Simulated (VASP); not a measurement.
## NaI: single point with PBE

The system is NaI.

```
Na I
1.0
     4.06242    0.00000    0.00000
     0.00000    4.06242    0.00000
     0.00000    0.00000    4.06242
Na I
1 1
Direct
  0.00000 0.00000 0.00000
  0.50000 0.50000 0.50000
```

```json
{"Program": "VASP 6.6.1", "Task": "single point", "Functional": "PBE", "Potentials or basis": "VASP PAW PBE potentials, release 64 (Na_pv, I)", "Cutoff": "520 eV", "k mesh": "6 × 6 × 6", "Occupations": "gaussian, width 0.01 eV", "Spin": "no spin polarisation"}
```

```
Pressure               : 0.0 GPa
Band gap on the k mesh : 2.27 eV, indirect (least direct gap 2.82 eV)
```

Levels at points of the mesh, in eV from the valence-band top:
| k point | band 5 | band 6 | band 7 | band 8 | band 9 | band 10 |
| --- | --- | --- | --- | --- | --- | --- |
| (0.00, 0.00, 0.00) | -0.63 | -0.63 | -0.63 | 2.27 | 5.63 | 5.63 |
| (0.50, 0.00, 0.00) | -3.18 | -0.31 | -0.31 | 4.62 | 6.22 | 7.08 |
| (0.50, 0.50, 0.00) | -2.52 | -2.52 | 0.00 | 2.82 | 6.99 | 8.20 |
| (0.50, 0.50, 0.50) | -2.04 | -2.04 | -2.04 | 4.21 | 4.21 | 4.21 |

Run time: 12 s on 1 thread of Intel(R) Xeon(R) Platinum 8259CL CPU @ 2.50GHz (Skylake/Cascade Lake), with other jobs on the host, peak memory 0.17 GiB.

Caveat: spin-orbit coupling is left out, which moves the levels of the heavy elements. A hybrid or GW would open this gap; PBE tends to underestimate it.
